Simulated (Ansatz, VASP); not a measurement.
BaS in VASP and in Ansatz

The input POSCAR:

```
BaS
1.0
    5.3818560826      0.0000000000      0.0000000000
   -2.6909280413      4.6608240870      0.0000000000
    0.0000000000      0.0000000000      6.7535562510
Ba S
2 2
Direct
    0.3333333333      0.6666666667     -0.0625000000
    0.6666666667      0.3333333333      0.4375000000
    0.3333333333      0.6666666667      0.4375000000
    0.6666666667      0.3333333333      0.9375000000
```

Contents of INCAR.step1:

```
  ALGO = Normal
  EDIFF = 1E-4
  ENCUT = 520
  GGA = PE
  ISMEAR = 0
  LASPH = True
  LCHARG = False
  LREAL = False
  LWAVE = True
  NBANDS = 24
  NELM = 80
  PREC = Accurate
  SIGMA = 0.01
```

The input INCAR.step2:

```
  ALGO = Normal
  EDIFF = 1E-7
  ENCUT = 520
  ISIF = 2
  ISMEAR = 0
  ISTART = 1
  LASPH = True
  LCHARG = False
  LMIXTAU = True
  LREAL = False
  LWAVE = False
  METAGGA = R2SCAN
  NBANDS = 24
  NELM = 80
  PREC = Accurate
  SIGMA = 0.01
```

File KPOINTS:

```
k-points
0
Gamma
  6 6 4
```

Input for Ansatz:

```yaml
crystal:
  lattice:
    - [5.3818560826, 0.0, 0.0]
    - [-2.6909280413, 4.660824087, 0.0]
    - [0.0, 0.0, 6.753556251]
  atoms:
    - { symbol: Ba, position: [0.3333333333, 0.6666666667, -0.0625] }
    - { symbol: Ba, position: [0.6666666667, 0.3333333333, 0.4375] }
    - { symbol: S, position: [0.3333333333, 0.6666666667, 0.4375] }
    - { symbol: S, position: [0.6666666667, 0.3333333333, 0.9375] }
kpoints:
  mp_grid: { grid: [6, 6, 4] }
  band_path:
    path:
      - [0.0, 0.0, 0.0]
      - [0.5, 0.0, 0.0]
      - [0.3333333333, 0.3333333333, 0.0]
      - [0.0, 0.0, 0.5]
      - [0.5, 0.0, 0.5]
      - [0.3333333333, 0.3333333333, 0.5]
    npoints: 1
hamiltonian:
  xc: r2scan
scf:
  occupations: { method: fixed }
  n_extra_bands: 5
output:
  forces: true
  stress: true
  eigenvalues: true
```

Change from the starting cell: uniaxial_z strain +5.8%.

Alike in both runs: task single point; functional r2SCAN; k mesh 6 × 6 × 4; no spin polarisation.

```csv
,VASP,Ansatz
version,VASP 6.6.1,Ansatz 0.2.0
potentials or method,"VASP PAW PBE potentials, release 64 (Ba_sv, S)","plane waves, PAW"
plane-wave cutoff (eV),520,500
occupations,"gaussian, width 0.01 eV",fixed
valence electrons in the cell,32,32
```

Ansatz gave:

```
gap on the k mesh at the Fermi level (eV)                     : 3.01
pressure (GPa)                                                : -1.7
traceless stress, the component that is largest in VASP (GPa) : -1.83
```

**Question.** Estimate VASP's values.

**Answer.** gap on the k mesh at the Fermi level (eV): 2.94; pressure (GPa): -1.3; traceless stress, the component that is largest in VASP (GPa): -1.94.

VASP's potentials were made for PBE, not for r2SCAN.

Spin-orbit coupling is off throughout.
